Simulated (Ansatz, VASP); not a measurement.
**One calculation of MnSb, two programs**

File INCAR:

```
PREC = Accurate
ENCUT = 520
EDIFF = 1E-6
ISMEAR = -1
SIGMA = 0.08
LREAL = F
LASPH = T
NELM = 100
ALGO = Normal
ISIF = 2
LWAVE = F
LCHARG = T
GGA = PE
LELF = T
LVHAR = T
NBANDS = 16
```

File KPOINTS:

```
Automatic mesh
0
Gamma
  12 12 12
```

Contents of POSCAR:

```
MnSb
1.0
    0.0000000000      2.8498341525      2.8498341525
    2.8498341525      0.0000000000      2.8498341525
    2.8498341525      2.8498341525      0.0000000000
Mn Sb
1 1
Direct
    0.0000000000      0.0000000000      0.0000000000
    0.5000000000      0.5000000000      0.5000000000
```

Input for Ansatz:

```yaml
crystal:
  lattice:
    - [0.0, 2.8498341525, 2.8498341525]
    - [2.8498341525, 0.0, 2.8498341525]
    - [2.8498341525, 2.8498341525, 0.0]
  atoms:
    - { symbol: Mn, position: [0.0, 0.0, 0.0] }
    - { symbol: Sb, position: [0.5, 0.5, 0.5] }
kpoints:
  mp_grid: { grid: [12, 12, 12] }
scf:
  occupations: { method: fermi_dirac, width: 0.08 }
hamiltonian:
  xc: pbe
  pseudopotentials: { kind: paw }
output:
  forces: true
  stress: true
  eigenvalues: true
```

Change from the starting cell: volume scaled by 1.06, no spin polarisation, PAW files.

Alike in both runs: task single point; functional PBE; k mesh 12 × 12 × 12; occupations fermi-dirac, width 0.08 eV; no spin polarisation.

```csv
,VASP,Ansatz
version,VASP 6.6.1,Ansatz 0.2.0
potentials or method,"VASP PAW PBE potentials, release 64 (Mn_pv, Sb)","PAW with Ansatz's default frozen-core files, scalar-relativistic"
plane-wave cutoff (eV),520,420
valence electrons in the cell,18,30
```

```tsv
	VASP	Ansatz	Ansatz less VASP
pressure (GPa)	-15.5	-15.5	+0.02
```

VASP's potentials hold 18 valence electrons a cell and Ansatz's 30, so a difference there can come from the potentials and not from the codes.

Neither program's run includes spin-orbit coupling.
